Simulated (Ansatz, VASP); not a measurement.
## SiW3 in VASP and in Ansatz

```
CELL_PARAMETERS angstrom
0.00000 -5.15439 0.00000
-5.15439 0.00000 0.00000
0.00000 0.00000 -5.15439
ATOMIC_POSITIONS crystal
Si 0.98217 0.98217 0.00000
Si 0.51783 0.51783 0.50000
W 0.49636 0.49636 0.00000
W 0.00364 0.00364 0.50000
W 0.49018 0.00364 0.00000
W 0.00982 0.49636 0.50000
W 0.49636 0.00982 0.50000
W 0.00364 0.49018 0.00000
```

Change from the starting cell: mode 1 (-166.8 1/cm) frozen in, largest displacement -0.130 Å.

Alike in both runs: task single point; functional PBEsol; k mesh 10 × 10 × 10; occupations gaussian, width 0.15 eV; no spin polarisation.

|  | VASP | Ansatz |
| --- | --- | --- |
| version | VASP 6.6.1 | Ansatz 0.2.0 |
| potentials or method | VASP PAW PBE potentials, release 64 (Si, W_sv), cutoff 520 eV | scalar-relativistic, plane waves, PAW |
| valence electrons in the cell | 92 | 92 |

|  | VASP | Ansatz | Ansatz less VASP |
| --- | --- | --- | --- |
| gap on the k mesh at the Fermi level (eV) | none | none | - |
| pressure (GPa) | 0.7 | 0.2 | -0.53 |
| traceless stress, the component that is largest in VASP (GPa) | -0.59 | -0.58 | +0.011 |
| rms of the force components (eV/Å) | 0.414 | 0.417 | +0.0023 |

VASP's potentials were made for PBE, not for PBEsol. Atom by atom the forces differ by 0.010 eV/Å (rms over components). A gap of «none» marks a metal or a gap that the smearing closes.

Spin-orbit coupling is off throughout.
